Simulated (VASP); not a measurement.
AgBr2:

```
Ag Br
1.0
     0.00000    2.92200    2.92200
     2.92200    0.00000    2.92200
     2.92200    2.92200    0.00000
Ag Br
1 2
Direct
  0.00000 0.00000 0.00000
  0.25000 0.25000 0.25000
  0.75000 0.75000 0.75000
```

This cell differs from its parent crystal: atoms taken out.

| Item | Value |
| --- | --- |
| Program | VASP 6.6.1 |
| Task | relaxation of cell and atoms |
| Functional | PBE |
| Potentials or basis | VASP PAW PBE potentials, release 64 (Ag, Br) |
| Cutoff | 600 eV |
| k mesh | 6 × 6 × 6 |
| Occupations | gaussian, width 0.1 eV |
| Spin | no spin polarisation |

At the start: pressure 63.2 GPa; volume 16.63 Å³/atom.

Problem. How do energy, volume and symmetry change on relaxing?

Solution. Over 5 steps the energy falls by 1265.2 meV/atom and the volume is 27.16 Å³/atom (+63.3 %); space group Fm-3m (No. 225, to 0.1 Å) before and after.

The path:
```tsv
step	energy change (eV)	largest force (eV/Å)	pressure (GPa)	volume (Å³)
1	0.0000	0.0000	63.24	49.90
2	-3.0988	0.0000	-4.67	113.91
3	-3.7923	0.0000	0.71	79.89
4	-3.7931	0.0000	-0.59	82.83
5	-3.7957	0.0000	-0.02	81.47
```

Final structure:
```yaml
crystal:
  lattice:
    - [0.00000, 3.44075, 3.44075]
    - [3.44075, 0.00000, 3.44075]
    - [3.44075, 3.44075, 0.00000]
  atoms:
    - { symbol: Ag, position: [0.00000, 0.00000, 0.00000] }
    - { symbol: Br, position: [0.25000, 0.25000, 0.25000] }
    - { symbol: Br, position: [0.75000, 0.75000, 0.75000] }
```

Caveat: the cell differs from its parent crystal (atoms taken out); the volume moved by over 15 % at a fixed basis, so the end points are rough; an odd number of electrons without spin polarisation forces a metal; a magnetic or distorted state may lie lower.
